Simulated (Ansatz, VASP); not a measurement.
# TaN in VASP and in Ansatz

```
CELL_PARAMETERS angstrom
-0.08606 2.10565 2.10565
2.10565 -0.08606 2.10565
2.10565 2.10565 -0.08606
ATOMIC_POSITIONS crystal
Ta 0.50000 0.50000 0.50000
N 0.00000 0.00000 0.00000
```

Alike in both runs: task single point; functional PBEsol; k mesh 20 × 20 × 20; occupations gaussian, width 0.15 eV; no spin polarisation.

|  | VASP | Ansatz |
| --- | --- | --- |
| version | VASP 6.6.1 | Ansatz 0.2.0 |
| potentials or method | VASP PAW PBE potentials, release 64 (Ta_sv_GW, N), cutoff 700 eV | scalar-relativistic, plane waves, PAW |
| valence electrons in the cell | 18 | 18 |

VASP gave:

```
gap on the k mesh at the Fermi level (eV)                     : none
pressure (GPa)                                                : 22.7
traceless stress, the component that is largest in VASP (GPa) : 3.37
```

Estimate Ansatz's values.

gap on the k mesh at the Fermi level (eV): none; pressure (GPa): 22.2; traceless stress, the component that is largest in VASP (GPa): 3.41.

VASP's potentials were made for PBE, not for PBEsol, and Ansatz warns of the same on its side. A gap of «none» marks a metal or a gap that the smearing closes. The functional is the same, so the differences come from potentials, cutoffs and numerics.

Spin-orbit coupling is off throughout.
